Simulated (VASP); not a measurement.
# Al4Co (P4/nmm) in VASP: settings compared

The runs below take Al4Co through relaxation of cell and atoms, single point, with PBE, r2SCAN.

Program: VASP 6.6.1. These are calculated values, not measurements. Logs are shortened: lines on timing, memory, paths and dates and some standing lists are left out, and cuts for length are marked.

## Step 1: The cell of the first run

Symmetry: P4/nmm, No. 129, tetragonal system. Conventional cell: a = 4.177 Å, b = 4.177 Å, c = 8.935 Å, α = 90.00°, β = 90.00°, γ = 90.00°. Within 3.4 Å of Al (site symmetry -4m2) lie 4 Co at 2.61 Å and 6 Al at 2.63 to 2.95 Å. Al (site symmetry 4mm) has 12 Al at 2.69 to 2.97 Å and 1 Co at 2.77 Å within 3.6 Å. Al (site symmetry 2mm) has 2 Co at 2.34 Å and 9 Al at 2.63 to 2.95 Å within 3.1 Å. Within 3.1 Å of Co (site symmetry 4mm) lie 9 Al at 2.34 to 2.77 Å.

The cell was generated, and may not be a known phase.

## Step 2: Relaxation of cell and atoms, PBE

Contents of INCAR:

```
PREC     = Accurate       # precision mode
ENCUT    = 600            # plane-wave cutoff, eV
EDIFF    = 1E-6           # SCF threshold, eV
ISMEAR   = 0              # smearing method
SIGMA    = 0.1            # smearing width, eV
LREAL    = F              # projectors in reciprocal space
LASPH    = T              # aspherical terms in the spheres
NELM     = 80             # most SCF steps
ALGO     = Fast           # electronic algorithm
ISIF     = 3              # what is computed and relaxed
LWAVE    = F              # write WAVECAR
LCHARG   = F              # write CHGCAR
GGA      = PE             # functional
IBRION   = 2              # ionic algorithm
NSW      = 100            # ionic steps
EDIFFG   = -0.01          # ionic threshold
```

Contents of KPOINTS:

```
regular mesh
0
Gamma
  8 8 4
```

Contents of POSCAR:

```
Al4Co
1.0
    4.1769447266      0.0000000000      0.0000000000
    0.0000000000      4.1769447266      0.0000000000
    0.0000000000      0.0000000000      8.9354051699
Al Co
8 2
Direct
    0.0000000000      0.0000000000      0.0000000000
    0.5000000000      0.5000000000      0.0000000000
    0.0000000000      0.5000000000      0.4850306943
    0.5000000000      0.0000000000      0.5149693057
    0.0000000000      0.0000000000      0.2946098426
    0.5000000000      0.5000000000      0.2946098426
    0.5000000000      0.5000000000      0.7053901574
    0.0000000000      0.0000000000      0.7053901574
    0.0000000000      0.5000000000      0.1753860674
    0.5000000000      0.0000000000      0.8246139326
```

Potentials or basis: VASP PAW PBE potentials, release 64 (Al, Co).

Run with:

```
$ cat potpaw_PBE.64/Al/POTCAR potpaw_PBE.64/Co/POTCAR > POTCAR
$ mpirun -np 1 vasp_std > vasp.out
```

OUTCAR:

```text
PREC = Accurate
   ENCUT = 600
   EDIFF = 1E-6
   ISMEAR = 0
   LREAL = F
   LASPH = T
   NELM = 80
   ISIF = 3
   GGA = PE
   IBRION = 2
   NSW = 100
   EDIFFG = -0.01

 ion  position               nearest neighbor table
   1  0.000  0.000  0.000-   9 2.61  10 2.61   9 2.61  10 2.61   5 2.63   8 2.63   2 2.95   2 2.95
                             2 2.95   2 2.95
   2  0.500  0.500  0.000-   9 2.61  10 2.61  10 2.61   9 2.61   6 2.63   7 2.63   1 2.95   1 2.95
                             1 2.95   1 2.95
   3  0.000  0.500  0.485-   5 2.69   6 2.69   5 2.69   6 2.69   9 2.77   8 2.87   8 2.87   7 2.87
                             7 2.87   4 2.97   4 2.97   4 2.97   4 2.97
   4  0.500  0.000  0.515-   7 2.69   8 2.69   7 2.69   8 2.69  10 2.77   6 2.87   6 2.87   5 2.87
                             5 2.87   3 2.97   3 2.97   3 2.97   3 2.97
   5  0.000  0.000  0.295-   9 2.34   9 2.34   1 2.63   3 2.69   3 2.69   4 2.87   4 2.87   6 2.95
                             6 2.95   6 2.95   6 2.95
   6  0.500  0.500  0.295-   9 2.34   9 2.34   2 2.63   3 2.69   3 2.69   4 2.87   4 2.87   5 2.95
                             5 2.95   5 2.95   5 2.95
   7  0.500  0.500  0.705-  10 2.34  10 2.34   2 2.63   4 2.69   4 2.69   3 2.87   3 2.87   8 2.95
                             8 2.95   8 2.95   8 2.95
   8  0.000  0.000  0.705-  10 2.34  10 2.34   1 2.63   4 2.69   4 2.69   3 2.87   3 2.87   7 2.95
                             7 2.95   7 2.95   7 2.95
   9  0.000  0.500  0.175-   5 2.34   6 2.34   5 2.34   6 2.34   1 2.61   1 2.61   2 2.61   2 2.61
                             3 2.77
  10  0.500  0.000  0.825-   7 2.34   8 2.34   7 2.34   8 2.34   2 2.61   1 2.61   1 2.61   2 2.61
                             4 2.77

  LATTYP: Found a simple tetragonal cell.
 ALAT       =     4.1769447266
 C/A-ratio  =     2.1392203524

  Lattice vectors:

 A1 = (   4.1769447266,   0.0000000000,   0.0000000000)
 A2 = (   0.0000000000,   4.1769447266,   0.0000000000)
 A3 = (   0.0000000000,   0.0000000000,   8.9354051699)

Analysis of symmetry for initial positions (statically):
=====================================================================
 Subroutine PRICEL returns:
 Original cell was already a primitive cell.

 Routine SETGRP: Setting up the symmetry group for a
 simple tetragonal supercell.

 Subroutine GETGRP returns: Found 16 space group operations
 (whereof  8 operations were pure point group operations)
 out of a pool of 16 trial point group operations.

The static configuration has the point symmetry D_2d.
 The point group associated with its full space group is D_4h.

Analysis of symmetry for dynamics (positions and initial velocities):
=====================================================================
 Subroutine PRICEL returns:
 Original cell was already a primitive cell.

 Routine SETGRP: Setting up the symmetry group for a
[... 153 lines left out ...]
   LRPA    =     F    only Hartree local field effects (RPA)
 conjugate gradient relaxation of ions
 non-spin polarized calculation
 RMM-DIIS sequential band-by-band and
 Gauss-broadening in eV      SIGMA  =   0.10
  energy-cutoff  :      600.00
  volume of cell :      155.89
 maximum number of plane-waves:      5244
 NGX is ok and might be reduce to    36
   NGX = 17   NGY = 17   NGZ = 35

--------------------------------------- Ionic step        1  -------------------------------------------

 number of electron      42.0000002 magnetization

 Free energy of the ion-electron system (eV)
  ---------------------------------------------------
  ext. energy  EPLUGINS =         0.00000000
  ---------------------------------------------------
  free energy    TOTEN  =       -46.31771048 eV

  energy without entropy =      -46.30273581  energy(sigma->0) =      -46.31022315

------------------------ aborting loop because EDIFF is reached ----------------------------------------

  FORCE on cell =-STRESS in cart. coord.  units (eV):
  Direction    XX          YY          ZZ          XY          YZ          ZX
  --------------------------------------------------------------------------------------
  -------------------------------------------------------------------------------------
  Total       -0.1716766     -0.1716766      0.6127468      0.0000000      0.0000000      0.0000000
  in kB       -1.7643712     -1.7643712      6.2973807      0.0000000      0.0000000      0.0000000
  external PRESSURE =       0.9228794 kB  Pullay stress =       0.0000000 kB
[... 113 lines left out ...]
  FREE ENERGIE OF THE ION-ELECTRON SYSTEM (eV)
  ---------------------------------------------------
  free  energy   TOTEN  =       -46.3194899970 eV

  energy  without entropy=      -46.3056004219  energy(sigma->0) =      -46.31254521

[... ionic steps 4 to 8 ...]

--------------------------------------- Ionic step        9  -------------------------------------------

 number of electron      42.0000008 magnetization

------------------------ aborting loop because EDIFF is reached ----------------------------------------
[... 83 lines left out ...]
--------------------------------------- Ionic step       11  -------------------------------------------

 number of electron      42.0000005 magnetization

 Free energy of the ion-electron system (eV)
  ---------------------------------------------------
  ext. energy  EPLUGINS =         0.00000000
  ---------------------------------------------------
  free energy    TOTEN  =       -46.32003672 eV

  energy without entropy =      -46.30585424  energy(sigma->0) =      -46.31294548

 E-fermi :   7.7670     XC(G=0): -10.4781

 val. band max:        7.7476561257   @ k =   0.3750   0.0000   0.2500
 cond. band min:       7.7872269459   @ k =   0.0000   0.0000   0.0000
 fundamental gap:      0.0395708203
 Fermi energy:         7.7669776912

 k-point     1 :       0.0000    0.0000    0.0000
  band No.  band energies     occupation
      1      -3.0365      2.00000
      2      -0.9799      2.00000
      3      -0.5170      2.00000
      4       3.7683      2.00000
      5       3.8832      2.00000
      6       4.4549      2.00000
[... 709 lines left out ...]
     26       9.7991      0.00000
     27      10.2283      0.00000

 [... further k-points ...]

------------------------ aborting loop because EDIFF is reached ----------------------------------------

  FORCE on cell =-STRESS in cart. coord.  units (eV):
  Direction    XX          YY          ZZ          XY          YZ          ZX
  --------------------------------------------------------------------------------------
  -------------------------------------------------------------------------------------
  Total       -0.0313768     -0.0313768      0.0563751      0.0000000      0.0000000      0.0000000
  in kB       -0.3223257     -0.3223257      0.5791262      0.0000000      0.0000000      0.0000000
  external PRESSURE =      -0.0218417 kB  Pullay stress =       0.0000000 kB
[... 25 lines left out ...]
  FREE ENERGIE OF THE ION-ELECTRON SYSTEM (eV)
  ---------------------------------------------------
  free  energy   TOTEN  =       -46.3200367192 eV

  energy  without entropy=      -46.3058542354  energy(sigma->0) =      -46.31294548

 reached required accuracy - stopping structural energy minimisation
```

It took 8 min on 1 thread of Intel Xeon 6975P-C (Granite Rapids), shared host; peak memory 0.45 GiB.

What came out:

- Free energy: -46.3200 eV
- Relaxed volume: 15.60 Å³/atom
- Relaxed cell: a = 4.168 Å, b = 4.168 Å, c = 8.978 Å, α = 90.00°, β = 90.00°, γ = 90.00°
- Space group after relaxing (to 0.1 Å): P4/nmm (No. 129)
- Energy gained by relaxing: 0.2 meV/atom
- Ionic steps: 11
- Pressure after relaxing: 0.0 GPa
- Largest force after relaxing: 0.005 eV/Å
- Band gap on the k mesh: zero (bands 21 and 22 overlap by 2.12 eV)

Forces on the atoms (eV/Å):
```
Al   0.000  0.000  0.000
Al   0.000  0.000  0.000
Al   0.000  0.000  0.000
Al   0.000  0.000  0.000
Al   0.000  0.000 -0.001
Al   0.000  0.000 -0.001
Al   0.000  0.000  0.001
Al   0.000  0.000  0.001
Co   0.000  0.000 -0.005
Co   0.000  0.000  0.005
```

Stress tensor (GPa, compression positive):
```
-0.03  0.00  0.00
 0.00 -0.03  0.00
 0.00  0.00  0.06
```

Step by step:
```tsv
step	energy change (eV)	largest force (eV/Å)	pressure (GPa)	volume (Å³)
1	0.0000	0.0413	0.09	155.89
2	-0.0016	0.0274	-0.03	156.10
3	-0.0018	0.0347	-0.17	156.32
4	-0.0019	0.0321	-0.17	156.24
5	-0.0021	0.0311	0.04	155.88
6	-0.0022	0.0238	0.07	155.96
7	-0.0022	0.0216	0.03	155.99
8	-0.0022	0.0230	0.00	155.98
9	-0.0022	0.0237	0.00	155.97
10	-0.0023	0.0143	0.01	155.97
11	-0.0023	0.0048	0.00	155.96
```

Final structure:
```
Al Co
1.0
     4.16792    0.00000    0.00000
     0.00000    4.16792    0.00000
     0.00000    0.00000    8.97812
Al Co
8 2
Cartesian
  0.0000 0.0000 0.0000
  2.0840 2.0840 0.0000
  0.0000 2.0840 4.3547
  2.0840 0.0000 4.6234
  0.0000 4.1679 2.6396
  2.0840 2.0840 2.6396
  2.0840 2.0840 6.3385
  0.0000 0.0000 6.3385
  0.0000 2.0840 1.5756
  2.0840 0.0000 7.4025
```

Caveat: the run has no spin polarisation, though such a crystal can be magnetic.

## Step 3: Single point, r2SCAN

Contents of POSCAR:

```
Al4Co
1.0
    4.1692517014      0.0000000000      0.0000000000
    0.0000000000      4.1692517014      0.0000000000
    0.0000000000      0.0000000000      8.9820333327
Al Co
8 2
Direct
    0.0000000000      0.0000000000      0.0000000000
    0.5000000000      0.5000000000      0.0000000000
    0.0000000000      0.5000000000      0.4847329479
    0.5000000000      0.0000000000      0.5152670521
    0.0000000000      0.0000000000      0.2939222802
    0.5000000000      0.5000000000      0.2939222802
    0.5000000000      0.5000000000      0.7060777198
    0.0000000000      0.0000000000      0.7060777198
    0.0000000000      0.5000000000      0.1756996739
    0.5000000000      0.0000000000      0.8243003261
```

Contents of INCAR.step1:

```
  ALGO = Normal
  EDIFF = 1E-4
  ENCUT = 520
  GGA = PE
  ISMEAR = 0
  LASPH = True
  LCHARG = False
  LREAL = False
  LWAVE = True
  NBANDS = 32
  NELM = 60
  PREC = Accurate
  SIGMA = 0.1
```

Contents of INCAR.step2:

```
  ALGO = Normal
  EDIFF = 1E-6
  ENCUT = 520
  ISIF = 2
  ISMEAR = 0
  ISTART = 1
  LASPH = True
  LCHARG = False
  LMIXTAU = True
  LREAL = False
  LWAVE = False
  METAGGA = R2SCAN
  NBANDS = 32
  NELM = 60
  PREC = Accurate
  SIGMA = 0.1
```

Contents of KPOINTS:

```
k-points
0
Gamma
  8 8 4
```

Potentials or basis: VASP PAW PBE potentials, release 64 (Al, Co).

Run with:

```
$ cat potpaw_PBE.64/Al/POTCAR potpaw_PBE.64/Co/POTCAR > POTCAR
$ cp INCAR.step1 INCAR
$ mpirun -np 1 vasp_std > vasp.out
$ cp INCAR.step2 INCAR
$ mpirun -np 1 vasp_std > vasp.out
```

It took 18 min on 1 thread of Intel Xeon 8259CL, shared host; peak memory 0.39 GiB.

It converged, with:

- Free energy: -82.3293 eV
- Pressure: -3.2 GPa
- Largest force: 0.139 eV/Å
- Band gap on the k mesh: zero (bands 21 and 22 overlap by 2.21 eV)

Forces on the atoms (eV/Å):
```
Al   0.000  0.000  0.000
Al   0.000  0.000  0.000
Al   0.000  0.000 -0.094
Al   0.000  0.000  0.094
Al   0.000  0.000 -0.030
Al   0.000  0.000 -0.030
Al   0.000  0.000  0.030
Al   0.000  0.000  0.030
Co   0.000  0.000  0.139
Co   0.000  0.000 -0.139
```

Stress tensor (GPa, compression positive):
```
-3.12  0.00  0.00
 0.00 -3.12  0.00
 0.00  0.00 -3.23
```

Levels at points of the mesh, in eV from the Fermi level:
```tsv
k point	band 18	band 19	band 20	band 21	band 22	band 23	band 24	band 25
(0.00, 0.00, 0.00)	-1.29	0.00	0.02	0.02	0.18	0.18	1.38	2.00
(0.50, 0.00, 0.00)	-0.96	-0.30	-0.30	0.04	0.04	1.09	1.09	1.77
(0.50, 0.50, 0.00)	-1.60	-1.46	-1.46	-0.85	-0.85	0.70	0.70	1.93
(0.00, 0.00, 0.50)	-1.05	-0.98	-0.98	1.00	1.40	1.87	1.87	1.91
(0.50, 0.00, 0.50)	-1.07	-0.50	-0.50	0.53	0.53	1.15	1.15	2.76
(0.50, 0.50, 0.50)	-1.60	-1.48	-1.48	-1.21	-1.21	0.42	0.42	1.09
```

Caveat: the cell stands under tension; the PAW data sets were made with another functional, which shifts forces and pressure a little; the run has no spin polarisation, though such a crystal can be magnetic.

The gap in the log of VASP goes by the Fermi energy; the results here count the filled bands.